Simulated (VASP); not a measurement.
Here is a VASP 6.6.1 calculation.

INCAR

```
PREC     = Accurate       # precision mode
ENCUT    = 500            # plane-wave cutoff, eV
EDIFF    = 1E-7           # SCF threshold, eV
ISMEAR   = 0              # smearing method
SIGMA    = 0.1            # smearing width, eV
LREAL    = False          # projectors in reciprocal space
LASPH    = True           # aspherical terms in the spheres
NELM     = 120            # most SCF steps
ALGO     = Normal         # electronic algorithm
ISIF     = 3              # what is computed and relaxed
LWAVE    = False          # write WAVECAR
LCHARG   = False          # write CHGCAR
GGA      = PE             # functional
IBRION   = 2              # ionic algorithm
NSW      = 90             # ionic steps
EDIFFG   = -0.04          # ionic threshold
GGA_COMPAT= False        
NELMIN   = 4
```

The input KPOINTS:

```
Automatic mesh
0
Gamma
  4 4 4
```

File POSCAR:

```
Sr3W4
1.0
    5.0641089600      0.0000000000      0.0000000000
    0.0000000000      5.0641089600      0.0000000000
    0.0000000000      0.0000000000      5.0641089600
Sr W
3 4
Direct
    0.5000000000      0.5000000000      0.0000000000
    0.0000000000      0.5000000000      0.5000000000
    0.5000000000      0.0000000000      0.5000000000
    0.5000000000      0.5000000000      0.5000000000
    0.5000000000      0.0000000000      0.0000000000
    0.0000000000      0.5000000000      0.0000000000
    0.0000000000      0.0000000000      0.5000000000
```

Potentials or basis: VASP PAW PBE potentials, release 64 (Sr_sv, W_sv).

Command:

```bash
$ cat potpaw_PBE.64/Sr_sv/POTCAR potpaw_PBE.64/W_sv/POTCAR > POTCAR
$ mpirun -np 1 vasp_std > vasp.out
```

(1) Estimate the relaxed volume.

(2) What does it give for the band gap on the k mesh?

(3) What does it give for the space group after relaxing (to 0.05 Å)?

Answers

(1) 29.20 Å³/atom.

(2) zero (band 43 reaches 3.73 eV, above the bottom of band 44 at 3.11 eV).

(3) Pm-3m (No. 221).

Caveat: the volume moved by over 15 % at a fixed basis, so the end points are rough; spin-orbit coupling is left out, which moves the levels of the heavy elements.
